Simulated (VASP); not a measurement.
# Na (Im-3m) in VASP: a series of runs

Na is run at these levels: r2SCAN; tasks: single point, relaxation of cell and atoms.

Program: VASP 6.6.1. These are calculated values, not measurements. Logs are shortened: lines on timing, memory, paths and dates and some standing lists are left out, and cuts for length are marked.

## Step 1: The cell of the first run

It takes space group Im-3m (No. 229, cubic). Conventional cell: a = 4.263 Å, b = 4.263 Å, c = 4.263 Å, α = 90.00°, β = 90.00°, γ = 90.00°. Na (site symmetry m-3m) has 14 Na at 3.69 to 4.26 Å within 4.8 Å.

## Step 2: Single point, r2SCAN (38.74 Å³/atom)

The input, POSCAR:

```
Na
1.0
   -2.1315909251      2.1315909251      2.1315909251
    2.1315909251     -2.1315909251      2.1315909251
    2.1315909251      2.1315909251     -2.1315909251
Na
1
Direct
    0.0000000000      0.0000000000      0.0000000000
```

The input, INCAR.step1:

```
SYSTEM = Na
PREC = Accurate
ENCUT = 520
ISMEAR = 0
SIGMA = 0.1
LREAL = .FALSE.
LASPH = .TRUE.
NELM = 100
NBANDS = 10
GGA = PE
ALGO = Normal
EDIFF = 1E-4
LWAVE = .TRUE.
LCHARG = .FALSE.
```

The input, INCAR.step2:

```
SYSTEM = Na
PREC = Accurate
ENCUT = 520
EDIFF = 1E-7
ISMEAR = 0
SIGMA = 0.1
LREAL = .FALSE.
LASPH = .TRUE.
NELM = 100
ALGO = Normal
ISIF = 2
LWAVE = .FALSE.
LCHARG = .FALSE.
METAGGA = R2SCAN
LMIXTAU = .TRUE.
NBANDS = 10
ISTART = 1
```

The input, KPOINTS:

```
Automatic mesh
0
G
  14 14 14
  0 0 0
```

Potentials or basis: VASP PAW PBE potentials, release 64 (Na_pv).

On the command line:

```bash
$ cat potpaw_PBE.64/Na_pv/POTCAR > POTCAR
$ cp INCAR.step1 INCAR
$ mpirun -np 1 vasp_std > vasp.out
$ cp INCAR.step2 INCAR
$ mpirun -np 1 vasp_std > vasp.out
```

OUTCAR:

```text
SYSTEM = Na
   PREC = Accurate
   ENCUT = 520
   EDIFF = 1E-7
   ISMEAR = 0
   LREAL = .FALSE.
   LASPH = .TRUE.
   NELM = 100
   ISIF = 2
   METAGGA = R2SCAN
   ISTART = 1

 ion  position               nearest neighbor table
   1  0.000  0.000  0.000-

  LATTYP: Found a body centered cubic cell.
 ALAT       =     4.2631818502

  Lattice vectors:

 A1 = (  -2.1315909251,   2.1315909251,   2.1315909251)
 A2 = (   2.1315909251,  -2.1315909251,   2.1315909251)
 A3 = (   2.1315909251,   2.1315909251,  -2.1315909251)

Analysis of symmetry for initial positions (statically):
=====================================================================
 Subroutine PRICEL returns:
 Original cell was already a primitive cell.

 Routine SETGRP: Setting up the symmetry group for a
 body centered cubic supercell.

 Subroutine GETGRP returns: Found 48 space group operations
 (whereof 48 operations were pure point group operations)
 out of a pool of 48 trial point group operations.

The static configuration has the point symmetry O_h .

Analysis of symmetry for dynamics (positions and initial velocities):
=====================================================================
 Subroutine PRICEL returns:
 Original cell was already a primitive cell.

 Routine SETGRP: Setting up the symmetry group for a
 body centered cubic supercell.

 Subroutine GETGRP returns: Found 48 space group operations
 (whereof 48 operations were pure point group operations)
 out of a pool of 48 trial point group operations.

The dynamic configuration has the point symmetry O_h .

 Subroutine INISYM returns: Found 48 space group operations
 (whereof 48 operations are pure point group operations),
 and found     1 'primitive' translations

----------------------------------------------------------------------------------------

                                     Primitive cell

  volume of cell :      38.7411

  direct lattice vectors                    reciprocal lattice vectors
    -2.131590925  2.131590925  2.131590925     0.000000000  0.234566583  0.234566583
     2.131590925 -2.131590925  2.131590925     0.234566583  0.000000000  0.234566583
     2.131590925  2.131590925 -2.131590925     0.234566583  0.234566583  0.000000000

  length of vectors
     3.692023783  3.692023783  3.692023783     0.331727243  0.331727243  0.331727243

  position of ions in fractional coordinates (direct lattice)
     0.000000000  0.000000000  0.000000000

  ion indices of the primitive-cell ions
   primitive index   ion index
                 1           1

----------------------------------------------------------------------------------------

 KPOINTS: Automatic mesh

Automatic generation of k-mesh.
 Grid dimensions read from file:
 generate k-points for:   14   14   14

 Generating k-lattice:

  Cartesian coordinates                     Fractional coordinates (reciprocal lattice)
     0.000000000  0.016754756  0.016754756     0.071428571  0.000000000  0.000000000
     0.016754756  0.000000000  0.016754756     0.000000000  0.071428571  0.000000000
     0.016754756  0.016754756  0.000000000     0.000000000  0.000000000  0.071428571

  Length of vectors
     0.023694803  0.023694803  0.023694803

  Shift w.r.t. Gamma in fractional coordinates (k-lattice)
     0.000000000  0.000000000  0.000000000

 Subroutine IBZKPT returns following result:
 ===========================================

 Found    104 irreducible k-points:

 Following reciprocal coordinates:
            Coordinates               Weight
  0.000000  0.000000  0.000000      1.000000
  0.071429  0.000000  0.000000     12.000000
  0.142857  0.000000  0.000000     12.000000
  0.214286  0.000000  0.000000     12.000000
  0.285714  0.000000  0.000000     12.000000
  0.357143  0.000000  0.000000     12.000000
[... 16 lines left out ...]
  0.285714  0.285714  0.000000     24.000000
  0.357143  0.285714  0.000000     24.000000
 [... further k-points ...]
   k-points           NKPTS =    104   k-points in BZ     NKDIM =    104   number of bands    NBANDS=     10
   number of dos      NEDOS =    301   number of ions     NIONS =      1
   total plane-waves  NPLWV =  21952
   dimension x,y,z NGX =    28 NGY =   28 NGZ =   28
   dimension x,y,z NGXF=    56 NGYF=   56 NGZF=   56
   ions per type =               1
   NGX,Y,Z   is equivalent  to a cutoff of  12.61, 12.61, 12.61 a.u.
   NGXF,Y,Z  is equivalent  to a cutoff of  25.22, 25.22, 25.22 a.u.
 SYSTEM =  Na
   PREC   = accura    normal or accurate (medium, high low for compatibility)
   ISTART =      1    job   : 0-new  1-cont  2-samecut
   ICHARG =      0    charge: 1-file 2-atom 10-const
   ISPIN  =      1    spin polarized calculation?
   LNONCOLLINEAR =      F non collinear calculations
   LSORBIT =      F    spin-orbit coupling
   LASPH  =      T    aspherical Exc in radial PAW
   ENCUT  =  520.0 eV  38.22 Ry    6.18 a.u.   6.86  6.86  6.86*2*pi/ulx,y,z
   NELM   =    100;   NELMIN=  2; NELMDL=  0     # of ELM steps
   EDIFF  = 0.1E-06   stopping-criterion for ELM
   LREAL  =      F    real-space projection
   EDIFFG = 0.1E-05   stopping-criterion for IOM
   NSW    =      0    number of steps for IOM
   IBRION =     -1    ionic relax: 0-MD 1-quasi-New 2-CG
   NFREE  =      0    steps in history (QN), initial steepest desc. (CG)
   ISIF   =      2    stress and relaxation
   ISYM   =      2    0-nonsym 1-usesym 2-fastsym
   POTIM  = 0.5000    time-step for ionic-motion
   TEBEG  =    0.0;   TEEND  =   0.0 temperature during run
   PSTRESS=    0.0 pullay stress
   NELECT =       7.0000    total number of electrons
   NUPDOWN=      -1.0000    fix difference up-down
   EMIN   =  10.00;   EMAX   =-10.00  energy-range for DOS
   EFERMI =   0.00;   METHOD = LEGACY
   ISMEAR =     0;   SIGMA  =   0.10  broadening in eV -4-tet -1-fermi 0-gaus
   EFERMI_NEDOS =   21; number of points for ismear=-14 and -15
   IALGO  =     38    algorithm
   IMIX   =      4    mixing-type and parameters
     AMIX     =   0.40;   BMIX     =  1.00
     AMIX_MAG =   1.60;   BMIX_MAG =  1.00
  volume/ion in A,a.u.               =      38.74       261.44
  Fermi-wavevector in a.u.,A,eV,Ry     =   0.925515  1.748971 11.654462  0.856579
  Thomas-Fermi vector in A             =   2.051378
   LORBIT       =      0    0 simple, 1 ext, 2 COOP (PROOUT), +10 PAW based schemes
   METAGGA = R2SCAN    functional components
   LHFCALC =     F    Hartree Fock is set to
   AEXX    =    0.0000 exact exchange contribution
   IVDW    =     0    specifies the selected vdW correction
   LEPSILON=     F    determine dielectric tensor
   LRPA    =     F    only Hartree local field effects (RPA)
 non-spin polarized calculation
 Gauss-broadening in eV      SIGMA  =   0.10
  energy-cutoff  :      520.00
  volume of cell :       38.74
 maximum number of plane-waves:      1055
   NGX = 13   NGY = 13   NGZ = 13

 number of electron       7.0000013 magnetization

 Free energy of the ion-electron system (eV)
  ---------------------------------------------------
  ext. energy  EPLUGINS =         0.00000000
  ---------------------------------------------------
  free energy    TOTEN  =        -3.55449104 eV

  energy without entropy =       -3.55148285  energy(sigma->0) =       -3.55298694

 E-fermi :   0.1990     XC(G=0):  -6.7949

 val. band max:        0.1736057433   @ k =  -0.3571   0.4286   0.1429
 cond. band min:       0.2522333438   @ k =   0.3571   0.0714   0.0714
 fundamental gap:      0.0786276005
 Fermi energy:         0.1990227206

 k-point     1 :       0.0000    0.0000    0.0000
  band No.  band energies     occupation
      1     -25.8242      2.00000
      2     -25.8242      2.00000
      3     -25.8240      2.00000
      4      -3.1704      2.00000
      5      12.3592      0.00000
      6      12.3593      0.00000
      7      12.3593      0.00000
      8      13.5427      0.00000
      9      13.5427      0.00000
     10      14.1414      0.00000

 k-point     2 :       0.0714    0.0000    0.0000
  band No.  band energies     occupation
      1     -25.8256      2.00000
      2     -25.8246      2.00000
      3     -25.8242      2.00000
      4      -3.0771      2.00000
      5      11.2071      0.00000
      6      11.7821      0.00000
      7      12.0682      0.00000
      8      12.8157      0.00000
      9      12.9660      0.00000
     10      14.5720      0.00000

 k-point     3 :       0.1429    0.0000    0.0000
  band No.  band energies     occupation
      1     -25.8299      2.00000
      2     -25.8261      2.00000
      3     -25.8242      2.00000
      4      -2.7983      2.00000
      5       9.2818      0.00000
      6      10.9046      0.00000
      7      11.5110      0.00000
      8      11.9671      0.00000
      9      12.7196      0.00000
     10      14.6827      0.00000

 k-point     4 :       0.2143    0.0000    0.0000
  band No.  band energies     occupation
      1     -25.8362      2.00000
      2     -25.8282      2.00000
      3     -25.8241      2.00000
      4      -2.3369      2.00000
      5       7.4114      0.00000
      6      10.1288      0.00000
      7      10.9695      0.00000
      8      11.2579      0.00000
      9      12.3390      0.00000
     10      14.9526      0.00000
[... 222 lines left out ...]
 k-point    22 :       0.3571    0.2143    0.0000
  band No.  band energies     occupation
      1     -25.8505      2.00000
      2     -25.8389      2.00000
      3     -25.8273      2.00000
      4       1.1684      0.00000
      5       2.5324      0.00000
      6       5.0788      0.00000
      7       8.8794      0.00000
      8      12.1703      0.00000
      9      14.4781      0.00000
     10      15.3577      0.00000

 k-point    23 :       0.2857    0.2857    0.0000
  band No.  band energies     occupation
      1     -25.8488      2.00000
      2     -25.8406      2.00000
      3     -25.8278      2.00000
      4       1.1063      0.00000
      5       3.2197      0.00000
      6       4.2173      0.00000
      7       8.7917      0.00000
      8      12.8438      0.00000
      9      13.7406      0.00000
     10      15.7506      0.00000

 k-point    24 :       0.3571    0.2857    0.0000
  band No.  band energies     occupation
      1     -25.8476      2.00000
      2     -25.8429      2.00000
      3     -25.8279      2.00000
      4       1.9496      0.00000
      5       2.4486      0.00000
      6       3.9039      0.00000
      7       8.7067      0.00000
      8      13.0352      0.00000
      9      13.9572      0.00000
     10      15.2383      0.00000

 [... further k-points ...]

------------------------ aborting loop because EDIFF is reached ----------------------------------------

  FORCE on cell =-STRESS in cart. coord.  units (eV):
  Direction    XX          YY          ZZ          XY          YZ          ZX
  --------------------------------------------------------------------------------------
  -------------------------------------------------------------------------------------
  Total       -0.0384473     -0.0384473     -0.0384473      0.0000000      0.0000000     -0.0000000
  in kB       -1.5900281     -1.5900281     -1.5900281      0.0000000      0.0000000     -0.0000000
  external PRESSURE =      -1.5900281 kB  Pullay stress =       0.0000000 kB

 VOLUME and BASIS-vectors are now :
 -----------------------------------------------------------------------------
  energy-cutoff  :      520.00
  volume of cell :       38.74
      direct lattice vectors                 reciprocal lattice vectors
    -2.131590925  2.131590925  2.131590925     0.000000000  0.234566583  0.234566583
     2.131590925 -2.131590925  2.131590925     0.234566583  0.000000000  0.234566583
     2.131590925  2.131590925 -2.131590925     0.234566583  0.234566583  0.000000000

 POSITION                                       TOTAL-FORCE (eV/Angst)
 -----------------------------------------------------------------------------------
      0.00000      0.00000      0.00000        -0.000000     -0.000000     -0.000000
 -----------------------------------------------------------------------------------
    total drift:                               -0.000000     -0.000000     -0.000000

  FREE ENERGIE OF THE ION-ELECTRON SYSTEM (eV)
  ---------------------------------------------------
  free  energy   TOTEN  =        -3.5544910358 eV

  energy  without entropy=       -3.5514828505  energy(sigma->0) =       -3.55298694
```

It took 3.9 min on 1 thread of Intel Xeon 8259CL, shared host; peak memory 0.18 GiB.

What came out:

| Property | Result |
| --- | --- |
| Free energy | -3.5545 eV |
| Pressure | -0.2 GPa |
| Band gap on the k mesh | zero (an odd number of electrons rules out a gap without spin polarisation) |

Levels at points of the mesh, in eV from the Fermi level:
```
           k point  band 1  band 2  band 3  band 4  band 5  band 6  band 7  band 8
(0.00, 0.00, 0.00)  -26.02  -26.02  -26.02   -3.37   12.16   12.16   12.16   13.34
(0.50, 0.00, 0.00)  -26.05  -26.03  -26.02    0.74    1.41    8.51    9.74    9.79
(0.50, 0.50, 0.50)  -26.05  -26.05  -26.05    4.66    4.66    5.17    5.17    5.17
```

Caveat: the PAW data sets were made with another functional, which shifts forces and pressure a little.

## Step 3: Single point, r2SCAN (39.87 Å³/atom)

This run uses another cell than the first one, of 39.87 Å³/atom.

The input, POSCAR:

```
Na
1.0
   -2.1520882491      2.1520882491      2.1520882491
    2.1520882491     -2.1520882491      2.1520882491
    2.1520882491      2.1520882491     -2.1520882491
Na
1
Direct
    0.0000000000      0.0000000000      0.0000000000
```

The input, INCAR.step1:

```
PREC     = Accurate       # precision mode
ENCUT    = 520            # plane-wave cutoff, eV
ISMEAR   = 0              # smearing method
SIGMA    = 0.1            # smearing width, eV
LREAL    = F              # projectors in reciprocal space
LASPH    = T              # aspherical terms in the spheres
NELM     = 60             # most SCF steps
NBANDS   = 10             # bands
GGA      = PE             # functional
ALGO     = Normal         # electronic algorithm
EDIFF    = 1E-4           # SCF threshold, eV
LWAVE    = T              # write WAVECAR
LCHARG   = F              # write CHGCAR
```

The input, INCAR.step2:

```
PREC     = Accurate       # precision mode
ENCUT    = 520            # plane-wave cutoff, eV
EDIFF    = 1E-6           # SCF threshold, eV
ISMEAR   = 0              # smearing method
SIGMA    = 0.1            # smearing width, eV
LREAL    = F              # projectors in reciprocal space
LASPH    = T              # aspherical terms in the spheres
NELM     = 60             # most SCF steps
ALGO     = Normal         # electronic algorithm
ISIF     = 2              # what is computed and relaxed
LWAVE    = F              # write WAVECAR
LCHARG   = F              # write CHGCAR
METAGGA  = R2SCAN         # meta-GGA
LMIXTAU  = T            
NBANDS   = 10             # bands
ISTART   = 1
```

The input, KPOINTS:

```
Automatic mesh
0
Gamma
  14 14 14
```

Potentials or basis: VASP PAW PBE potentials, release 64 (Na_pv).

On the command line:

```bash
$ cat potpaw_PBE.64/Na_pv/POTCAR > POTCAR
$ cp INCAR.step1 INCAR
$ mpirun -np 1 vasp_std > vasp.out
$ cp INCAR.step2 INCAR
$ mpirun -np 1 vasp_std > vasp.out
```

Wall time 3.1 min (1 thread of Intel Xeon 8259CL, shared host); peak memory 0.18 GiB.

The run converged. Its results:

```yaml
Free_energy: -3.5518 eV
Pressure: -0.5 GPa
Band_gap_on_the_k_mesh: zero (an odd number of electrons rules out a gap without spin polarisation)
```

Levels at points of the mesh, in eV from the Fermi level:
```
           k point  band 1  band 2  band 3  band 4  band 5  band 6
(0.00, 0.00, 0.00)  -26.05  -26.05  -26.05   -3.31   11.98   11.98
(0.50, 0.00, 0.00)  -26.08  -26.06  -26.05    0.73    1.38    8.39
(0.50, 0.50, 0.50)  -26.07  -26.07  -26.07    4.61    4.61    5.07
```

Caveat: the PAW data sets were made with another functional, which shifts forces and pressure a little.

(Continued in part 2 of 2.)

The gap in the log of VASP goes by the Fermi energy; the results here count the filled bands.